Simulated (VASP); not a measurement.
Input of a VASP 6.6.1 run:

POSCAR

```
AgI
1.0
    0.0000000000      3.2886327781      3.2886327781
    3.2886327781      0.0000000000      3.2886327781
    3.2886327781      3.2886327781      0.0000000000
Ag I
1 1
Direct
    0.0000000000      0.0000000000      0.0000000000
    0.2500000000      0.2500000000      0.2500000000
```

Contents of INCAR.step1:

```
PREC     = Accurate       # precision mode
ENCUT    = 400            # plane-wave cutoff, eV
EDIFF    = 1E-5           # SCF threshold, eV
ISMEAR   = 0              # smearing method
SIGMA    = 0.01           # smearing width, eV
LREAL    = F              # projectors in reciprocal space
LASPH    = T              # aspherical terms in the spheres
NELM     = 120            # most SCF steps
ALGO     = Normal         # electronic algorithm
ISIF     = 2              # what is computed and relaxed
LWAVE    = T              # write WAVECAR
LCHARG   = F              # write CHGCAR
NBANDS   = 16             # bands
GGA      = PE             # functional
GGA_COMPAT= F
```

INCAR.step2

```
PREC     = Accurate       # precision mode
ENCUT    = 400            # plane-wave cutoff, eV
EDIFF    = 1E-6           # SCF threshold, eV
ISMEAR   = 0              # smearing method
SIGMA    = 0.01           # smearing width, eV
LREAL    = F              # projectors in reciprocal space
LASPH    = T              # aspherical terms in the spheres
NELM     = 120            # most SCF steps
ALGO     = Normal         # electronic algorithm
ISIF     = 2              # what is computed and relaxed
LWAVE    = F              # write WAVECAR
LCHARG   = F              # write CHGCAR
GGA      = PE             # functional
LHFCALC  = T              # exact exchange
AEXX     = 0.25           # exact-exchange fraction
PRECFOCK = Normal       
NBANDS   = 16             # bands
ISTART   = 1            
GGA_COMPAT= F
```

KPOINTS

```
Automatic mesh
0
Gamma
  4 4 4
```

Potentials or basis: VASP PAW PBE potentials, release 64 (Ag, I).

The run is started by

```sh
$ cat potpaw_PBE.64/Ag/POTCAR potpaw_PBE.64/I/POTCAR > POTCAR
$ cp INCAR.step1 INCAR
$ mpirun -np 1 vasp_std > vasp.out
$ cp INCAR.step2 INCAR
$ mpirun -np 1 vasp_std > vasp.out
```

Q: What does it give for the pressure?

A: 0.3 GPa.

Q: Estimate the band gap on the k mesh.

A: 3.19 eV.

Caveat: the PAW data sets were made with another functional, which shifts forces and pressure a little; spin-orbit coupling is left out, which moves the levels of the heavy elements.
